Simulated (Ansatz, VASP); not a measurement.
## LiBe: VASP beside Ansatz

The input POSCAR:

```
LiBe
1.0
    2.8080400000      0.0215900000      0.0069600000
    0.0215900000      2.8012900000      0.0089800000
    0.0069600000      0.0089800000      2.8032700000
Li Be
1 1
Direct
    0.0248500000      0.0329100000      0.0354800000
    0.4917328707      0.4953251590      0.5325824909
```

INCAR.step1

```
SYSTEM = LiBe
ALGO = Normal
EDIFF = 1E-4
ENCUT = 520
GGA = PE
ISMEAR = -1
LASPH = .TRUE.
LCHARG = .FALSE.
LREAL = .FALSE.
LWAVE = .TRUE.
NBANDS = 10
NELM = 80
PREC = Accurate
SIGMA = 0.1
```

INCAR.step2

```
SYSTEM = LiBe
ALGO = Normal
EDIFF = 1E-6
ENCUT = 520
ISIF = 2
ISMEAR = -1
ISTART = 1
LASPH = .TRUE.
LCHARG = .TRUE.
LELF = .TRUE.
LMIXTAU = .TRUE.
LREAL = .FALSE.
LVHAR = .TRUE.
LWAVE = .FALSE.
METAGGA = R2SCAN
NBANDS = 10
NELM = 80
PREC = Accurate
SIGMA = 0.1
```

File KPOINTS:

```
k-points
0
G
  7 7 7
  0 0 0
```

Input for Ansatz:

```yaml
crystal:
  lattice:
    - [2.80804, 0.02159, 0.00696]
    - [0.02159, 2.80129, 0.00898]
    - [0.00696, 0.00898, 2.80327]
  atoms:
    - { symbol: Li, position: [0.02485, 0.03291, 0.03548] }
    - { symbol: Be, position: [0.4917328707142621, 0.4953251589992151, 0.5325824909095506] }
basis:
  ecutwfc: 650.0
  xc_grid: 2
kpoints:
  mp_grid:
    grid: [7, 7, 7]
hamiltonian:
  xc: r2scan
scf:
  convergence:
    dr2_threshold: 1.0e-09
  occupations:
    method: fermi_dirac
    width: 0.1
output:
  forces: true
  stress: true
```

Alike in both runs: task single point; functional r2SCAN; k mesh 7 × 7 × 7; occupations fermi-dirac, width 0.1 eV; no spin polarisation.

|  | VASP | Ansatz |
| --- | --- | --- |
| version | VASP 6.6.1 | Ansatz 0.2.0 |
| potentials or method | VASP PAW PBE potentials, release 64 (Li_sv, Be), cutoff 520 eV | plane waves, PAW |
| valence electrons in the cell | 5 | 5 |

VASP gave:

```
rms of the force components (eV/Å) : 0.388
```

What did Ansatz give for the same quantities?

rms of the force components (eV/Å): 0.374.

VASP's potentials were made for PBE, not for r2SCAN. Atom by atom the forces differ by 0.014 eV/Å (rms over components). With one functional, cell and mesh, what is left measures potentials, basis and numerics. Ansatz's warnings: stress scf threshold loose.

Noted on VASP's run: the cutoff is under 1.25 times that of the potentials, so the pressure is a little rough.
